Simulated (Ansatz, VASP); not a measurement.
Two plane-wave programs on GaSbH4

```
CELL_PARAMETERS angstrom
16.20000 0.00000 0.00000
0.00000 14.90000 0.00000
0.00000 0.00000 15.20000
ATOMIC_POSITIONS crystal
Ga 0.37398 0.33218 0.43343
Ga 0.37398 0.56802 0.66450
Ga 0.63197 0.31556 0.68064
Ga 0.60556 0.54570 0.45524
Sb 0.49836 0.43711 0.37021
Sb 0.49834 0.63250 0.56160
Sb 0.30657 0.45080 0.54827
Sb 0.69551 0.44047 0.55842
H 0.41764 0.25889 0.48954
H 0.31210 0.31914 0.35604
H 0.45879 0.50303 0.28824
H 0.55779 0.37238 0.30223
H 0.41766 0.51080 0.73633
H 0.31208 0.64694 0.67726
H 0.45877 0.71607 0.49692
H 0.55776 0.70188 0.62502
H 0.58274 0.38681 0.73592
H 0.58284 0.25924 0.61064
H 0.71553 0.27824 0.71722
H 0.23659 0.39011 0.60779
H 0.23453 0.51006 0.49013
H 0.76233 0.40177 0.47949
H 0.76225 0.52102 0.59646
H 0.64632 0.61296 0.38925
```

Alike in both runs: functional PBE; k mesh 1 × 1 × 1; occupations gaussian, width 0.05 eV; no spin polarisation.

Ansatz relaxed the structure, and its values are those at the end. VASP's run is a single point on that final structure, the one shown.

|  | VASP | Ansatz |
| --- | --- | --- |
| version | VASP 6.6.1 | Ansatz 0.2.0 |
| potentials or method | VASP PAW PBE potentials, release 64 (Ga_d, Sb, H), cutoff 520 eV | scalar-relativistic, plane waves, PAW |
| valence electrons in the cell | 88 | 128 |

Ansatz gave:

| Item | Value |
| --- | --- |
| gap on the k mesh at the Fermi level (eV) | 3.85 |
| rms of the force components (eV/Å) | 0.007 |

Q: Estimate VASP's values.

A: gap on the k mesh at the Fermi level (eV): 3.84; rms of the force components (eV/Å): 0.049.

With one functional, cell and mesh, what is left measures potentials, basis and numerics. VASP's potentials hold 88 valence electrons a cell and Ansatz's 128, so a difference there can come from the potentials and not from the codes. Ansatz's warnings: xc potential rough in thin density.

Spin-orbit coupling is off throughout.
